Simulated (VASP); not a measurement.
# SiC5 (R32) in VASP: relaxation of cell and atoms with PBE

Aim: the relaxation of cell and atoms of SiC5 with PBE.

Program: VASP 6.6.1. These are calculated values, not measurements. Logs are shortened: lines on timing, memory, paths and dates and some standing lists are left out, and cuts for length are marked.

## 1. The cell of the first run

Symmetry: R32, No. 155, trigonal system. Conventional cell: a = 4.650 Å, b = 4.650 Å, c = 13.375 Å, α = 90.00°, β = 90.00°, γ = 120.00°. Si (site symmetry 32) has 3 C at 1.77 Å within 2.3 Å. Within 1.9 Å of C (site symmetry 2) lie 2 C at 1.45 Å and 1 Si at 1.77 Å. Within 1.9 Å of C (site symmetry 3) lie 3 C at 1.45 Å.

## 2. Relaxation of cell and atoms, PBE

Contents of INCAR:

```
ALGO = Normal
EDIFF = 1E-7
EDIFFG = -0.01
ENCUT = 600
GGA = PE
IBRION = 2
ISIF = 3
ISMEAR = 0
LASPH = True
LCHARG = False
LREAL = False
LWAVE = False
NELM = 80
NSW = 100
PREC = Accurate
SIGMA = 0.1
```

Contents of KPOINTS:

```
k-points
0
Gamma
  12 12 12
```

Contents of POSCAR:

```
SiC5
1.0
    2.3251327572      1.3424160233      4.4582112854
   -2.3251327572      1.3424160233      4.4582112854
    0.0000000000     -2.6848320466      4.4582112854
Si C
1 5
Direct
    0.0000000000      0.0000000000      0.0000000000
    0.3798012307      0.6201987693      0.0000000000
    0.3333727996      0.3333727996      0.3333727996
    0.0000000000      0.3798012307      0.6201987693
    0.6666272004      0.6666272004      0.6666272004
    0.6201987693      0.0000000000      0.3798012307
```

Potentials or basis: VASP PAW PBE potentials, release 64 (Si, C).

The run is started by

```
> cat potpaw_PBE.64/Si/POTCAR potpaw_PBE.64/C/POTCAR > POTCAR
> mpirun -np 1 vasp_std > vasp.out
```

OUTCAR:

```text
EDIFF = 1E-7
   EDIFFG = -0.01
   ENCUT = 600
   GGA = PE
   IBRION = 2
   ISIF = 3
   ISMEAR = 0
   LASPH = True
   LREAL = False
   NELM = 80
   NSW = 100
   PREC = Accurate

 ion  position               nearest neighbor table
   1  0.000  0.000  0.000-   2 1.77   4 1.77   6 1.77
   2  0.380  0.620  0.000-   3 1.45   5 1.45   1 1.77
   3  0.333  0.333  0.333-   6 1.45   4 1.45   2 1.45
   4  0.000  0.380  0.620-   5 1.45   3 1.45   1 1.77
   5  0.667  0.667  0.667-   4 1.45   6 1.45   2 1.45
   6  0.620  0.000  0.380-   3 1.45   5 1.45   1 1.77

  LATTYP: Found a trigonal (rhomboedric) cell.
 ALAT       =     5.2042262617
 COS(alpha) =     0.6007791958

  Lattice vectors:

 A1 = (   2.3251327572,   1.3424160233,   4.4582112854)
 A2 = (  -2.3251327572,   1.3424160233,   4.4582112854)
 A3 = (   0.0000000000,  -2.6848320466,   4.4582112854)

Analysis of symmetry for initial positions (statically):
=====================================================================
 Subroutine PRICEL returns:
 Original cell was already a primitive cell.

 Routine SETGRP: Setting up the symmetry group for a
 trigonal (rhombohedral) supercell.

 Subroutine GETGRP returns: Found  6 space group operations
 (whereof  6 operations were pure point group operations)
 out of a pool of 12 trial point group operations.

The static configuration has the point symmetry D_3 .

Analysis of symmetry for dynamics (positions and initial velocities):
=====================================================================
 Subroutine PRICEL returns:
 Original cell was already a primitive cell.

 Routine SETGRP: Setting up the symmetry group for a
 trigonal (rhombohedral) supercell.

 Subroutine GETGRP returns: Found  6 space group operations
 (whereof  6 operations were pure point group operations)
 out of a pool of 12 trial point group operations.

The dynamic configuration has the point symmetry D_3 .

 Subroutine INISYM returns: Found  6 space group operations
 (whereof  6 operations are pure point group operations),
 and found     1 'primitive' translations

----------------------------------------------------------------------------------------

                                     Primitive cell

  volume of cell :      83.4924

  direct lattice vectors                    reciprocal lattice vectors
     2.325132757  1.342416023  4.458211285     0.215041485  0.124154259  0.074768402
    -2.325132757  1.342416023  4.458211285    -0.215041485  0.124154259  0.074768402
     0.000000000 -2.684832047  4.458211285     0.000000000 -0.248308518  0.074768402

  length of vectors
     5.204226262  5.204226262  5.204226262     0.259321102  0.259321102  0.259321102

  position of ions in fractional coordinates (direct lattice)
     0.000000000  0.000000000  0.000000000
     0.379801231  0.620198769  0.000000000
     0.333372800  0.333372800  0.333372800
     1.000000000  0.379801231  0.620198769
     0.666627200  0.666627200  0.666627200
     0.620198769  1.000000000  0.379801231

  ion indices of the primitive-cell ions
   primitive index   ion index
                 1           1
                 2           2
                 3           3
                 4           4
                 5           5
                 6           6

----------------------------------------------------------------------------------------

 KPOINTS: k-points

Automatic generation of k-mesh.
 Grid dimensions read from file:
 generate k-points for:   12   12   12

 Generating k-lattice:

  Cartesian coordinates                     Fractional coordinates (reciprocal lattice)
     0.017920124  0.010346188  0.006230700     0.083333333  0.000000000  0.000000000
    -0.017920124  0.010346188  0.006230700     0.000000000  0.083333333  0.000000000
     0.000000000 -0.020692377  0.006230700     0.000000000  0.000000000  0.083333333

  Length of vectors
     0.021610092  0.021610092  0.021610092

  Shift w.r.t. Gamma in fractional coordinates (k-lattice)
     0.000000000  0.000000000  0.000000000

 Subroutine IBZKPT returns following result:
 ===========================================

 Found    189 irreducible k-points:

 Following reciprocal coordinates:
            Coordinates               Weight
  0.000000  0.000000  0.000000      1.000000
  0.083333  0.000000 -0.000000      6.000000
  0.166667  0.000000 -0.000000      6.000000
  0.250000  0.000000 -0.000000      6.000000
  0.333333  0.000000 -0.000000      6.000000
  0.416667  0.000000 -0.000000      6.000000
[... 16 lines left out ...]
  0.500000  0.166667 -0.000000     12.000000
 -0.416667  0.166667  0.000000     12.000000
 [... further k-points ...]
   k-points           NKPTS =    189   k-points in BZ     NKDIM =    189   number of bands    NBANDS=     16
   number of dos      NEDOS =    301   number of ions     NIONS =      6
   total plane-waves  NPLWV =  74088
   dimension x,y,z NGX =    42 NGY =   42 NGZ =   42
   dimension x,y,z NGXF=    84 NGYF=   84 NGZF=   84
   ions per type =               1   5
   NGX,Y,Z   is equivalent  to a cutoff of  13.42, 13.42, 13.42 a.u.
   NGXF,Y,Z  is equivalent  to a cutoff of  26.83, 26.83, 26.83 a.u.
 SYSTEM =  unknown system
   PREC   = accura    normal or accurate (medium, high low for compatibility)
   ISTART =      0    job   : 0-new  1-cont  2-samecut
   ICHARG =      2    charge: 1-file 2-atom 10-const
   ISPIN  =      1    spin polarized calculation?
   LNONCOLLINEAR =      F non collinear calculations
   LSORBIT =      F    spin-orbit coupling
   LASPH  =      T    aspherical Exc in radial PAW
   ENCUT  =  600.0 eV  44.10 Ry    6.64 a.u.  10.39 10.39 10.39*2*pi/ulx,y,z
   NELM   =     80;   NELMIN=  2; NELMDL= -5     # of ELM steps
   EDIFF  = 0.1E-06   stopping-criterion for ELM
   LREAL  =      F    real-space projection
   EDIFFG = -.1E-01   stopping-criterion for IOM
   NSW    =    100    number of steps for IOM
   IBRION =      2    ionic relax: 0-MD 1-quasi-New 2-CG
   NFREE  =      1    steps in history (QN), initial steepest desc. (CG)
   ISIF   =      3    stress and relaxation
   ISYM   =      2    0-nonsym 1-usesym 2-fastsym
   POTIM  = 0.5000    time-step for ionic-motion
   TEBEG  =    0.0;   TEEND  =   0.0 temperature during run
   PSTRESS=    0.0 pullay stress
   NELECT =      24.0000    total number of electrons
   NUPDOWN=      -1.0000    fix difference up-down
   EMIN   =  10.00;   EMAX   =-10.00  energy-range for DOS
   EFERMI =   0.00;   METHOD = LEGACY
   ISMEAR =     0;   SIGMA  =   0.10  broadening in eV -4-tet -1-fermi 0-gaus
   EFERMI_NEDOS =   21; number of points for ismear=-14 and -15
   IALGO  =     38    algorithm
   IMIX   =      4    mixing-type and parameters
     AMIX     =   0.40;   BMIX     =  1.00
     AMIX_MAG =   1.60;   BMIX_MAG =  1.00
  volume/ion in A,a.u.               =      13.92        93.91
  Fermi-wavevector in a.u.,A,eV,Ry     =   1.080429  2.041715 15.882452  1.167327
  Thomas-Fermi vector in A             =   2.216420
   LORBIT       =      0    0 simple, 1 ext, 2 COOP (PROOUT), +10 PAW based schemes
   GGA     = PE    functional components
   LHFCALC =     F    Hartree Fock is set to
   AEXX    =    0.0000 exact exchange contribution
   IVDW    =     0    specifies the selected vdW correction
   LEPSILON=     F    determine dielectric tensor
   LRPA    =     F    only Hartree local field effects (RPA)
 conjugate gradient relaxation of ions
 non-spin polarized calculation
 Gauss-broadening in eV      SIGMA  =   0.10
  energy-cutoff  :      600.00
  volume of cell :       83.49
 maximum number of plane-waves:      2825
 NGX is ok and might be reduce to    42
   NGX = 21   NGY = 21   NGZ = 21

--------------------------------------- Ionic step        1  -------------------------------------------

 number of electron      24.0000002 magnetization

 Free energy of the ion-electron system (eV)
  ---------------------------------------------------
  ext. energy  EPLUGINS =         0.00000000
  ---------------------------------------------------
  free energy    TOTEN  =       -49.23568839 eV

  energy without entropy =      -49.23499145  energy(sigma->0) =      -49.23533992

------------------------ aborting loop because EDIFF is reached ----------------------------------------

  FORCE on cell =-STRESS in cart. coord.  units (eV):
  Direction    XX          YY          ZZ          XY          YZ          ZX
  --------------------------------------------------------------------------------------
  -------------------------------------------------------------------------------------
  Total       -0.0081283     -0.0081283     -0.0692738      0.0000000     -0.0000000      0.0000000
  in kB       -0.1559783     -0.1559783     -1.3293307      0.0000000     -0.0000000      0.0000000
  external PRESSURE =      -0.5470958 kB  Pullay stress =       0.0000000 kB
[... 101 lines left out ...]
  FREE ENERGIE OF THE ION-ELECTRON SYSTEM (eV)
  ---------------------------------------------------
  free  energy   TOTEN  =       -49.2357358143 eV

  energy  without entropy=      -49.2350403839  energy(sigma->0) =      -49.23538810

[... ionic steps 4 to 17 ...]

--------------------------------------- Ionic step       18  -------------------------------------------

 number of electron      24.0000002 magnetization

------------------------ aborting loop because EDIFF is reached ----------------------------------------

  FORCE on cell =-STRESS in cart. coord.  units (eV):
  Direction    XX          YY          ZZ          XY          YZ          ZX
  --------------------------------------------------------------------------------------
  -------------------------------------------------------------------------------------
  Total        0.0762425      0.0762425     -0.0081109      0.0000000      0.0000000      0.0000000
  in kB        1.5309965      1.5309965     -0.1628715      0.0000000      0.0000000      0.0000000
  external PRESSURE =       0.9663738 kB  Pullay stress =       0.0000000 kB
[... 65 lines left out ...]
  energy  without entropy=      -49.2370016440  energy(sigma->0) =      -49.23730492

--------------------------------------- Ionic step       20  -------------------------------------------

 number of electron      24.0000002 magnetization

 Free energy of the ion-electron system (eV)
  ---------------------------------------------------
  ext. energy  EPLUGINS =         0.00000000
  ---------------------------------------------------
  free energy    TOTEN  =       -49.23763987 eV

  energy without entropy =      -49.23703365  energy(sigma->0) =      -49.23733676

 E-fermi :   2.9348     XC(G=0):  -8.6350

 val. band max:        2.8924664158   @ k =   0.4167   0.4167   0.4167
 cond. band min:       2.9815940926   @ k =   0.1667   0.1667   0.1667
 fundamental gap:      0.0891276768
 Fermi energy:         2.9347506862

 k-point     1 :       0.0000    0.0000    0.0000
  band No.  band energies     occupation
      1     -14.8088      2.00000
      2     -10.0654      2.00000
      3      -8.9500      2.00000
      4      -8.9500      2.00000
      5      -5.8974      2.00000
      6      -5.8974      2.00000
[... 8 lines left out ...]
     15       5.7271      0.00000
     16      10.3110      0.00000
[... 420 lines left out ...]
  band No.  band energies     occupation
      1     -13.5117      2.00000
      2     -12.8078      2.00000
      3     -10.3849      2.00000
      4      -7.4458      2.00000
      5      -5.3509      2.00000
      6      -3.7339      2.00000
[... 8 lines left out ...]
     15       8.1042      0.00000
     16       8.3398      0.00000

 [... further k-points ...]
[... 5 lines left out ...]
  --------------------------------------------------------------------------------------
  -------------------------------------------------------------------------------------
  Total       -0.0149286     -0.0149286     -0.0072113      0.0000000     -0.0000000      0.0000000
  in kB       -0.2997830     -0.2997830     -0.1448096      0.0000000     -0.0000000      0.0000000
  external PRESSURE =      -0.2481252 kB  Pullay stress =       0.0000000 kB
[... 21 lines left out ...]
  FREE ENERGIE OF THE ION-ELECTRON SYSTEM (eV)
  ---------------------------------------------------
  free  energy   TOTEN  =       -49.2376398727 eV

  energy  without entropy=      -49.2370336533  energy(sigma->0) =      -49.23733676

 reached required accuracy - stopping structural energy minimisation
```

Wall time 70 min (1 thread of Intel Xeon Platinum 8259CL at 2.50GHz (Skylake/Cascade Lake), shared host); peak memory 0.46 GiB.

What came out:

| Quantity | Value |
| --- | --- |
| Free energy | -49.2376 eV |
| Relaxed volume | 13.30 Å³/atom |
| Relaxed cell | a = 5.036 Å, b = 5.036 Å, c = 5.036 Å, α = 54.99°, β = 54.99°, γ = 54.99° |
| Space group after relaxing (to 0.1 Å) | R32 (No. 155) |
| Energy gained by relaxing | 0.3 meV/atom |
| Ionic steps | 20 |
| Pressure after relaxing | 0.0 GPa |
| Largest force after relaxing | 0.004 eV/Å |
| Band gap on the k mesh | zero (bands 12 and 13 overlap by 0.18 eV) |

Forces in eV/Å, atoms in the order of the input:
```
Si   0.000  0.000  0.000
C   -0.004  0.000  0.000
C    0.000  0.000 -0.002
C    0.002 -0.004  0.000
C    0.000  0.000  0.002
C    0.002  0.004  0.000
```

Step by step:
| step | energy change (eV) | largest force (eV/Å) | pressure (GPa) | volume (Å³) |
| --- | --- | --- | --- | --- |
| 1 | 0.0000 | 0.0267 | -0.05 | 83.49 |
| 2 | 0.0000 | 0.0295 | -0.02 | 83.43 |
| 3 | 0.0000 | 0.0103 | -0.03 | 83.45 |
| 4 | -0.0001 | 0.0110 | -0.06 | 83.40 |
| 5 | -0.0002 | 0.0135 | -0.14 | 83.25 |
| 6 | -0.0004 | 0.0184 | -0.31 | 82.95 |
| 7 | -0.0004 | 0.0283 | -0.65 | 82.33 |
| 8 | -0.0004 | 0.0226 | -0.45 | 82.69 |
| 9 | -0.0004 | 0.0226 | -0.45 | 82.68 |
| 10 | -0.0005 | 0.0225 | -0.45 | 82.66 |
| 11 | -0.0005 | 0.0222 | -0.44 | 82.61 |
| 12 | -0.0006 | 0.0216 | -0.43 | 82.53 |
| 13 | -0.0007 | 0.0238 | -0.41 | 82.35 |
| 14 | -0.0009 | 0.0290 | -0.36 | 82.00 |
| 15 | -0.0013 | 0.0393 | -0.26 | 81.31 |
| 16 | -0.0017 | 0.0596 | -0.05 | 79.92 |
| 17 | -0.0018 | 0.0493 | -0.02 | 79.88 |
| 18 | -0.0019 | 0.0185 | 0.10 | 79.79 |
| 19 | -0.0019 | 0.0103 | 0.12 | 79.76 |
| 20 | -0.0020 | 0.0041 | -0.02 | 79.79 |

Final structure:
```
Si C
1.0
     2.32505    1.34237    4.26058
    -2.32505    1.34237    4.26058
     0.00000   -2.68474    4.26058
Si C
1 5
Direct
  0.00000 0.00000 0.00000
  0.37970 0.62030 0.00000
  0.33339 0.33339 0.33339
  0.00000 0.37970 0.62030
  0.66661 0.66661 0.66661
  0.62030 0.00000 0.37970
```

Caveat: semilocal functionals underestimate gaps, and a narrow one can read as zero.

The gap in the log of VASP goes by the Fermi energy; the results here count the filled bands.